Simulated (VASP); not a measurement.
## Li: single point with LDA

The system is Li.

```
Li
1.0
     7.09445    0.00000    0.00000
     0.00000    7.09445    0.00000
     0.00000    0.00000    7.09445
Li
16
Direct
  0.84069 0.31441 0.69713
  0.36436 0.59997 0.11361
  0.65687 0.72944 0.00014
  0.16545 0.94841 0.69633
  0.09756 0.18434 0.00039
  0.22690 0.30095 0.38326
  0.53275 0.64883 0.43506
  0.70603 0.02137 0.36155
  0.87679 0.60567 0.25067
  0.27224 0.51040 0.84956
  0.52424 0.27615 0.63829
  0.92563 0.69134 0.72379
  0.67134 0.35725 0.93561
  0.45961 0.09966 0.09663
  0.54860 0.89862 0.70189
  0.13094 0.81317 0.11608
```

- Program: VASP 6.6.1
- Task: single point
- Functional: LDA
- Potentials or basis: VASP PAW LDA potentials, release 64 (Li_sv)
- Cutoff: 520 eV
- k mesh: 2 × 2 × 2
- Occupations: fermi-dirac, width 0.16 eV
- Spin: no spin polarisation
- Dipole correction: no
- Further INCAR settings: LREAL = Auto; ALGO = Normal; EDIFF = 1e-07; NBANDS = 38

```yaml
Largest_force: 1.799 eV/Å
Band_gap_on_the_k_mesh: zero (band 24 reaches 0.71 eV, above the bottom of band 25 at -0.03 eV)
```

Forces in eV/Å, atoms in the order of the input:
```
Li   1.448 -0.263 -1.034
Li   0.470 -0.460  0.903
Li   0.224  0.458 -0.140
Li   0.276  0.319 -0.248
Li  -0.353  0.349 -0.021
Li  -0.191  0.060  0.055
Li  -0.076 -0.257  0.186
Li   0.477 -0.016 -0.015
Li   0.117 -0.657  0.384
Li  -0.306 -0.297 -1.193
Li  -0.992 -0.008 -0.413
Li  -0.259 -0.253 -0.069
Li  -0.319  0.317  1.478
Li  -0.176 -0.184 -0.186
Li  -0.010  0.175  0.320
Li  -0.328  0.718 -0.008
```

Levels at points of the mesh, in eV from the Fermi level:
| k point | band 22 | band 23 | band 24 | band 25 | band 26 | band 27 |
| --- | --- | --- | --- | --- | --- | --- |
| (0.00, 0.00, 0.00) | -0.96 | -0.78 | 0.49 | 0.56 | 0.78 | 0.85 |
| (0.50, 0.00, 0.00) | -0.49 | -0.43 | -0.30 | -0.24 | -0.06 | 1.19 |
| (0.00, 0.50, 0.00) | -0.58 | -0.36 | -0.34 | -0.24 | -0.04 | 0.91 |
| (0.00, 0.00, 0.50) | -0.61 | -0.40 | -0.22 | -0.17 | 0.00 | 0.97 |
| (0.50, 0.50, 0.00) | -0.26 | -0.07 | 0.07 | 0.09 | 0.29 | 0.57 |
| (0.00, 0.50, 0.50) | -0.28 | -0.11 | 0.00 | 0.25 | 0.33 | 0.46 |
| (0.50, 0.00, 0.50) | -0.46 | -0.05 | 0.06 | 0.29 | 0.43 | 0.56 |
| (0.50, 0.50, 0.50) | -1.45 | -1.25 | -1.12 | 1.62 | 1.67 | 1.85 |

It took 100 s on 1 thread of Intel(R) Xeon(R) Platinum 8488C (Sapphire Rapids), with other jobs on the host, peak memory 0.3 GiB.

Caveat: the k points lie up to 0.44 Å⁻¹ apart; forces of over 1 eV/Å act on the atoms, so gaps and moduli don't describe the material at rest.
